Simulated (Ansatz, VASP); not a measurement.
Be16CO: VASP beside Ansatz

Contents of INCAR:

```
SYSTEM = Be16CO
PREC     = Accurate       ! precision mode
ENCUT    = 520            ! plane-wave cutoff, eV
EDIFF    = 1E-6           ! SCF threshold, eV
ISMEAR   = 0              ! smearing method
SIGMA    = 0.1            ! smearing width, eV
LREAL    = Auto         
LASPH    = .TRUE.         ! aspherical terms in the spheres
NELM     = 80             ! most SCF steps
ALGO     = Normal         ! electronic algorithm
ISIF     = 2              ! what is computed and relaxed
LWAVE    = .FALSE.        ! write WAVECAR
LCHARG   = .TRUE.         ! write CHGCAR
LDIPOL   = .TRUE.       
IDIPOL   = 3            
DIPOL    = 0.5 0.5 0.308
GGA      = PE             ! functional
LELF     = .TRUE.         ! ELF
LVHAR    = .TRUE.       
LVACPOTAV= .TRUE.       
NBANDS   = 36             ! bands
```

File KPOINTS:

```
regular mesh
0
G
  6 6 1
  0 0 0
```

File POSCAR:

```
Be16CO
1.0
    4.5254381410      0.0000000000      0.0000000000
   -2.2627190705      3.9191443934      0.0000000000
    0.0000000000      0.0000000000     23.4761687145
Be C O
16 1 1
Direct
    0.3333333333      0.1666666667      0.1703855535
    0.3333333333      0.6666666667      0.1703855535
    0.8333333333      0.1666666667      0.1703855535
    0.8333333333      0.6666666667      0.1703855535
    0.1666666667      0.3333333333      0.2463521558
    0.1666666667      0.8333333333      0.2463521558
    0.6666666667      0.3333333333      0.2463521558
    0.6666666667      0.8333333333      0.2463521558
    0.3333333333      0.1666666667      0.3241941575
    0.3333333333      0.6666666667      0.3241941575
    0.8333333333      0.1666666667      0.3241941575
    0.8333333333      0.6666666667      0.3241941575
    0.1666666667      0.3333333333      0.4036505628
    0.1666666667      0.8333333333      0.4036505628
    0.6666666667      0.3333333333      0.4036505628
    0.6666666667      0.8333333333      0.4036505628
    0.1666666667      0.3333333333      0.4828798452
    0.3146581520      0.1853418480      0.4828798452
```

Input for Ansatz:

```yaml
crystal:
  lattice:
    - [4.525438141, 0.0, 0.0]
    - [-2.2627190705, 3.9191443934, 0.0]
    - [0.0, 0.0, 23.4761687145]
  atoms:
    - { symbol: Be, position: [0.3333333333, 0.1666666667, 0.1703855535] }
    - { symbol: Be, position: [0.3333333333, 0.6666666667, 0.1703855535] }
    - { symbol: Be, position: [0.8333333333, 0.1666666667, 0.1703855535] }
    - { symbol: Be, position: [0.8333333333, 0.6666666667, 0.1703855535] }
    - { symbol: Be, position: [0.1666666667, 0.3333333333, 0.2463521558] }
    - { symbol: Be, position: [0.1666666667, 0.8333333333, 0.2463521558] }
    - { symbol: Be, position: [0.6666666667, 0.3333333333, 0.2463521558] }
    - { symbol: Be, position: [0.6666666667, 0.8333333333, 0.2463521558] }
    - { symbol: Be, position: [0.3333333333, 0.1666666667, 0.3241941575] }
    - { symbol: Be, position: [0.3333333333, 0.6666666667, 0.3241941575] }
    - { symbol: Be, position: [0.8333333333, 0.1666666667, 0.3241941575] }
    - { symbol: Be, position: [0.8333333333, 0.6666666667, 0.3241941575] }
    - { symbol: Be, position: [0.1666666667, 0.3333333333, 0.4036505628] }
    - { symbol: Be, position: [0.1666666667, 0.8333333333, 0.4036505628] }
    - { symbol: Be, position: [0.6666666667, 0.3333333333, 0.4036505628] }
    - { symbol: Be, position: [0.6666666667, 0.8333333333, 0.4036505628] }
    - { symbol: C, position: [0.1666666667, 0.3333333333, 0.4828798452] }
    - { symbol: O, position: [0.314658152, 0.185341848, 0.4828798452] }
basis:
  ecutwfc: 420
kpoints:
  mp_grid: { grid: [6, 6, 1] }
hamiltonian:
  xc: pbe
scf:
  occupations: { method: gaussian, width: 0.1 }
output:
  forces: true
  eigenvalues: true
efield:
  axis: 3
  dipole_correction: true
  ramp_width: 0.04
```

Alike in both runs: task single point; functional PBE; k mesh 6 × 6 × 1; occupations gaussian, width 0.1 eV; no spin polarisation.

```csv
,VASP,Ansatz
version,VASP 6.6.1,Ansatz 0.2.0
potentials or method,"VASP PAW PBE potentials, release 64 (Be, C, O), cutoff 520 eV","scalar-relativistic, plane waves, PAW"
valence electrons in the cell,42,42
```

VASP gave:

| Item | Value |
| --- | --- |
| gap on the k mesh at the Fermi level (eV) | none |
| rms of the force components (eV/Å) | 0.683 |
| work function, face that differs most (eV) | 4.65 |

Question: What did Ansatz give for the same quantities?

Answer: gap on the k mesh at the Fermi level (eV): none; rms of the force components (eV/Å): 0.560; work function, face that differs most (eV): 4.64.

Atom by atom the forces differ by 0.156 eV/Å (rms over components). A gap of «none» marks a metal or a gap that the smearing closes.

Noted on VASP's run: the standard files for N, O and F lose accuracy on very short bonds.
